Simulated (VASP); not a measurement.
# O2 in VASP: single point with PBEsol

Aim: the single point of O2 with PBEsol.

Everything below comes from runs of VASP 6.6.1. Logs are shortened: lines on timing, memory, paths and dates and some standing lists are left out, and cuts for length are marked.

## (1) The cell of the first run

The cell holds a molecule in a box, 2 atoms: a = 9.000 Å, b = 9.500 Å, c = 10.000 Å, α = 90.00°, β = 90.00°, γ = 90.00°.

## (2) Single point, PBEsol, collinear spin, ferromagnetic start

Contents of INCAR:

```
PREC = Accurate
ENCUT = 1000
EDIFF = 1E-6
ISMEAR = -1
SIGMA = 0.02
LREAL = F
LASPH = T
NELM = 200
ALGO = Normal
ISIF = 2
LWAVE = F
LCHARG = F
ISPIN = 2
MAGMOM = 1 1
LORBIT = 11
GGA = PS
NBANDS = 17
GGA_COMPAT = F
NELMDL = -8
```

Contents of KPOINTS:

```
regular mesh
0
Gamma
  1 1 1
```

Contents of POSCAR:

```
O
1.0
    9.0000000000      0.0000000000      0.0000000000
    0.0000000000      9.5000000000      0.0000000000
    0.0000000000      0.0000000000     10.0000000000
O
2
Direct
    0.5000000000      0.5000000000      0.4394967711
    0.5000000000      0.5000000000      0.5605032289
```

Potentials or basis: VASP PAW PBE potentials, release 64 (O_h).

Command:

```
cat potpaw_PBE.64/O_h/POTCAR > POTCAR
mpirun -np 1 vasp_gam > vasp.out
```

OUTCAR:

```text
PREC = Accurate
   ENCUT = 1000
   EDIFF = 1E-6
   ISMEAR = -1
   LREAL = F
   LASPH = T
   NELM = 200
   ISIF = 2
   ISPIN = 2
   LORBIT = 11
   GGA = PS
   NELMDL = -8

 ion  position               nearest neighbor table
   1  0.500  0.500  0.439-   2 1.21
   2  0.500  0.500  0.561-   1 1.21

  LATTYP: Found a simple orthorhombic cell.
 ALAT       =     9.0000000000
 B/A-ratio  =     1.0555555556
 C/A-ratio  =     1.1111111111

  Lattice vectors:

 A1 = (   9.0000000000,   0.0000000000,   0.0000000000)
 A2 = (   0.0000000000,   9.5000000000,   0.0000000000)
 A3 = (   0.0000000000,   0.0000000000,  10.0000000000)

Analysis of symmetry for initial positions (statically):
=====================================================================
 Subroutine PRICEL returns:
 Original cell was already a primitive cell.

 Routine SETGRP: Setting up the symmetry group for a
 simple orthorhombic supercell.

 Subroutine GETGRP returns: Found  8 space group operations
 (whereof  8 operations were pure point group operations)
 out of a pool of  8 trial point group operations.

The static configuration has the point symmetry D_2h.

Analysis of symmetry for dynamics (positions and initial velocities):
=====================================================================
 Subroutine PRICEL returns:
 Original cell was already a primitive cell.

 Routine SETGRP: Setting up the symmetry group for a
 simple orthorhombic supercell.

 Subroutine GETGRP returns: Found  8 space group operations
 (whereof  8 operations were pure point group operations)
 out of a pool of  8 trial point group operations.

The dynamic configuration has the point symmetry D_2h.

Analysis of structural, dynamic, and magnetic symmetry:
=====================================================================
 Subroutine PRICEL returns:
 Original cell was already a primitive cell.

 Routine SETGRP: Setting up the symmetry group for a
 simple orthorhombic supercell.

 Subroutine GETGRP returns: Found  8 space group operations
 (whereof  8 operations were pure point group operations)
 out of a pool of  8 trial point group operations.

The overall configuration has the point symmetry D_2h.

 Subroutine INISYM returns: Found  8 space group operations
 (whereof  8 operations are pure point group operations),
 and found     1 'primitive' translations

----------------------------------------------------------------------------------------

                                     Primitive cell

  volume of cell :     855.0000

  direct lattice vectors                    reciprocal lattice vectors
     9.000000000  0.000000000  0.000000000     0.111111111  0.000000000  0.000000000
     0.000000000  9.500000000  0.000000000     0.000000000  0.105263158  0.000000000
     0.000000000  0.000000000 10.000000000     0.000000000  0.000000000  0.100000000

  length of vectors
     9.000000000  9.500000000 10.000000000     0.111111111  0.105263158  0.100000000

  position of ions in fractional coordinates (direct lattice)
     0.500000000  0.500000000  0.439496771
     0.500000000  0.500000000  0.560503229

  ion indices of the primitive-cell ions
   primitive index   ion index
                 1           1
                 2           2

----------------------------------------------------------------------------------------

 KPOINTS: regular mesh

Automatic generation of k-mesh.
 Grid dimensions read from file:
 generate k-points for:    1    1    1

 Generating k-lattice:

  Cartesian coordinates                     Fractional coordinates (reciprocal lattice)
     0.111111111  0.000000000  0.000000000     1.000000000  0.000000000  0.000000000
     0.000000000  0.105263158  0.000000000     0.000000000  1.000000000  0.000000000
     0.000000000  0.000000000  0.100000000     0.000000000  0.000000000  1.000000000

  Length of vectors
     0.111111111  0.105263158  0.100000000

  Shift w.r.t. Gamma in fractional coordinates (k-lattice)
     0.000000000  0.000000000  0.000000000

 Subroutine IBZKPT returns following result:
 ===========================================

 Found      1 irreducible k-points:

 Following reciprocal coordinates:
            Coordinates               Weight
  0.000000  0.000000  0.000000      1.000000
   k-points           NKPTS =      1   k-points in BZ     NKDIM =      1   number of bands    NBANDS=     17
   number of dos      NEDOS =    301   number of ions     NIONS =      2
   total plane-waves  NPLWV = ******
   dimension x,y,z NGX =    96 NGY =   98 NGZ =  108
   dimension x,y,z NGXF=   192 NGYF=  196 NGZF=  216
   ions per type =               2
   NGX,Y,Z   is equivalent  to a cutoff of  17.73, 17.15, 17.95 a.u.
   NGXF,Y,Z  is equivalent  to a cutoff of  35.47, 34.30, 35.91 a.u.
 SYSTEM =  unknown system
   PREC   = accura    normal or accurate (medium, high low for compatibility)
   ISTART =      0    job   : 0-new  1-cont  2-samecut
   ICHARG =      2    charge: 1-file 2-atom 10-const
   ISPIN  =      2    spin polarized calculation?
   LNONCOLLINEAR =      F non collinear calculations
   LSORBIT =      F    spin-orbit coupling
   LASPH  =      T    aspherical Exc in radial PAW
   ENCUT  = 1000.0 eV  73.50 Ry    8.57 a.u.  23.21 24.50 25.78*2*pi/ulx,y,z
   NELM   =    200;   NELMIN=  2; NELMDL= -8     # of ELM steps
   EDIFF  = 0.1E-05   stopping-criterion for ELM
   LREAL  =      F    real-space projection
[... 7 lines left out ...]
   TEBEG  =    0.0;   TEEND  =   0.0 temperature during run
   PSTRESS=    0.0 pullay stress
   NELECT =      12.0000    total number of electrons
   NUPDOWN=      -1.0000    fix difference up-down
   EMIN   =  10.00;   EMAX   =-10.00  energy-range for DOS
   EFERMI =   0.00;   METHOD = LEGACY
   ISMEAR =    -1;   SIGMA  =   0.02  broadening in eV -4-tet -1-fermi 0-gaus
   EFERMI_NEDOS =   21; number of points for ismear=-14 and -15
   IALGO  =     38    algorithm
   IMIX   =      4    mixing-type and parameters
     AMIX     =   0.40;   BMIX     =  1.00
     AMIX_MAG =   1.60;   BMIX_MAG =  1.00
  volume/ion in A,a.u.               =     427.50      2884.91
  Fermi-wavevector in a.u.,A,eV,Ry     =   0.394893  0.746240  2.121703  0.155941
  Thomas-Fermi vector in A             =   1.339966
   LORBIT       =     11    0 simple, 1 ext, 2 COOP (PROOUT), +10 PAW based schemes
   GGA     = PS    functional components
   LHFCALC =     F    Hartree Fock is set to
   AEXX    =    0.0000 exact exchange contribution
   IVDW    =     0    specifies the selected vdW correction
   LEPSILON=     F    determine dielectric tensor
   LRPA    =     F    only Hartree local field effects (RPA)
 spin polarized calculation
  energy-cutoff  :     1000.00
  volume of cell :      855.00
 maximum number of plane-waves:     30729
 NGX is ok and might be reduce to    96
   NGX = 47   NGY = 49   NGZ = 51

 number of electron      11.9999996 magnetization       1.9999996

 Free energy of the ion-electron system (eV)
  ---------------------------------------------------
  ext. energy  EPLUGINS =         0.00000000
  ---------------------------------------------------
  free energy    TOTEN  =       -10.45286044 eV

  energy without entropy =      -10.45286044  energy(sigma->0) =      -10.45286044

 E-fermi :  -6.0719     XC(G=0):  -0.6186

 val. band max:       -6.5826774191   @ k =   0.0000   0.0000   0.0000
 cond. band min:      -4.3114842998   @ k =   0.0000   0.0000   0.0000
 fundamental gap:      2.2711931193
 Fermi energy:        -6.0719042029

 spin component 1

 k-point     1 :       0.0000    0.0000    0.0000
  band No.  band energies     occupation
      1     -32.6965      1.00000
      2     -20.2326      1.00000
      3     -13.3820      1.00000
      4     -13.3315      1.00000
      5     -13.3315      1.00000
      6      -6.5827      1.00000
[... 9 lines left out ...]
     16       2.8248      0.00000
     17       2.9162      0.00000
 Fermi energy:        -6.0719042029

 spin component 2

 k-point     1 :       0.0000    0.0000    0.0000
  band No.  band energies     occupation
      1     -31.4645      1.00000
      2     -18.4495      1.00000
      3     -12.3589      1.00000
      4     -11.4927      1.00000
      5     -11.4927      1.00000
      6      -4.3115      0.00000
[... 9 lines left out ...]
     16       2.9938      0.00000
     17       3.0038      0.00000

------------------------ aborting loop because EDIFF is reached ----------------------------------------

  FORCE on cell =-STRESS in cart. coord.  units (eV):
  Direction    XX          YY          ZZ          XY          YZ          ZX
  --------------------------------------------------------------------------------------
  -------------------------------------------------------------------------------------
  Total       -0.0094795     -0.0077613      0.2344252     -0.0000000      0.0000000      0.0000000
  in kB       -0.0177635     -0.0145438      0.4392873     -0.0000000      0.0000000      0.0000000
  external PRESSURE =       0.1356600 kB  Pullay stress =       0.0000000 kB

 VOLUME and BASIS-vectors are now :
 -----------------------------------------------------------------------------
  energy-cutoff  :     1000.00
  volume of cell :      855.00
      direct lattice vectors                 reciprocal lattice vectors
     9.000000000  0.000000000  0.000000000     0.111111111  0.000000000  0.000000000
     0.000000000  9.500000000  0.000000000     0.000000000  0.105263158  0.000000000
     0.000000000  0.000000000 10.000000000     0.000000000  0.000000000  0.100000000

 POSITION                                       TOTAL-FORCE (eV/Angst)
 -----------------------------------------------------------------------------------
      4.50000      4.75000      4.39497         0.000000      0.000000     -0.200761
      4.50000      4.75000      5.60503         0.000000      0.000000      0.200761
 -----------------------------------------------------------------------------------
    total drift:                                0.000000      0.000000     -0.000000

  FREE ENERGIE OF THE ION-ELECTRON SYSTEM (eV)
  ---------------------------------------------------
  free  energy   TOTEN  =       -10.4528604375 eV

  energy  without entropy=      -10.4528604375  energy(sigma->0) =      -10.45286044

 total charge

# of ion       s       p       d       tot
------------------------------------------
    1        1.082   2.219   0.000   3.302
    2        1.082   2.219   0.000   3.302
--------------------------------------------------
tot          2.165   4.438   0.000   6.603

 magnetization (x)

# of ion       s       p       d       tot
------------------------------------------
    1        0.013   0.606   0.000   0.619
    2        0.013   0.606   0.000   0.619
--------------------------------------------------
tot          0.026   1.213   0.000   1.239
```

It took 3.7 min on 1 thread of Intel Xeon Platinum 8488C (Sapphire Rapids), shared host; peak memory 2.2 GiB.

What came out:

| Property | Result |
| --- | --- |
| Free energy | -10.4529 eV |
| Largest force | 0.201 eV/Å |
| Gap between the frontier levels | 2.27 eV |
| Net moment | 2.00 μB per cell |
| Site moments | O +0.62 μB |
| Valence electrons inside the program's atomic spheres | O 3.30 |

Forces in eV/Å, atoms in the order of the input:
```
O    0.000  0.000 -0.201
O    0.000  0.000  0.201
```

Levels at points of the mesh, in eV from the valence-band top:
Spin up:
```csv
k point,band 3,band 4,band 5,band 6,band 7,band 8,band 9,band 10,band 11,band 12
"(0.00, 0.00, 0.00)",-6.80,-6.75,-6.75,0.00,0.00,6.33,7.56,7.89,7.89,8.05
```
Spin down:
```tsv
k point	band 3	band 4	band 5	band 6	band 7	band 8
(0.00, 0.00, 0.00)	-5.78	-4.91	-4.91	2.27	2.27	6.44
```

Caveat: the PAW data sets were made with another functional, which shifts forces and pressure a little.
